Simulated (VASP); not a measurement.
KTmI4:

```
K Tm I
1.0
     5.36937    0.00000    0.00000
     0.00000    5.36937    0.00000
     0.00000    0.00000    9.74835
K Tm I
1 1 4
Direct
  0.50000 0.50000 0.00000
  0.00000 0.00000 0.50000
  0.00000 0.50000 0.50000
  0.50000 0.00000 0.50000
  0.50000 0.50000 0.72983
  0.50000 0.50000 0.27017
```

The cell was generated, and may not be a known phase.

- Program: VASP 6.6.1
- Task: relaxation of cell and atoms
- Functional: PBE
- Potentials or basis: VASP PAW PBE potentials, release 64 (K_sv, Tm_3, I), 4f in core
- Cutoff: 500 eV
- k mesh: 2 × 2 × 2
- Occupations: gaussian, width 0.15 eV
- Spin: no spin polarisation

At the start: pressure 11.3 GPa; volume 46.84 Å³/atom.

Where does the relaxation end?

Over 11 steps the energy falls by 648.6 meV/atom and the volume is 70.91 Å³/atom (+51.4 %); space group P4/mmm (No. 123, to 0.1 Å) before and after.

Step by step:
```csv
step,energy change (eV),largest force (eV/Å),pressure (GPa),volume (Å³)
1,0.0000,1.8321,11.32,281.05
2,-3.5381,0.5344,-0.75,437.34
3,-3.5928,0.4281,0.00,407.33
4,-3.5942,0.4560,-0.19,413.62
5,-3.7039,0.5219,-0.02,411.67
6,-3.7532,0.5672,0.30,408.80
7,-3.8020,0.4727,0.07,417.12
8,-3.8478,0.3254,-0.27,433.15
9,-3.8511,0.2905,-0.36,437.92
10,-3.8893,0.1051,-0.03,428.37
11,-3.8917,0.0403,0.08,425.45
```

Final structure:
```yaml
crystal:
  lattice:
    - [5.78892, 0.00000, 0.00000]
    - [0.00000, 5.78892, 0.00000]
    - [0.00000, 0.00000, 12.69568]
  atoms:
    - { symbol: K, position: [0.50000, 0.50000, 0.00000] }
    - { symbol: Tm, position: [0.00000, 0.00000, 0.50000] }
    - { symbol: I, position: [0.00000, 0.50000, 0.50000] }
    - { symbol: I, position: [0.50000, 0.00000, 0.50000] }
    - { symbol: I, position: [0.50000, 0.50000, 0.74412] }
    - { symbol: I, position: [0.50000, 0.50000, 0.25588] }
```

Caveat: the k points lie up to 0.54 Å⁻¹ apart in the final cell; the volume moved by over 15 % at a fixed basis, so the end points are rough; the relaxation stopped at a loose force limit of 0.08 eV/Å, so its end isn't a converged minimum.
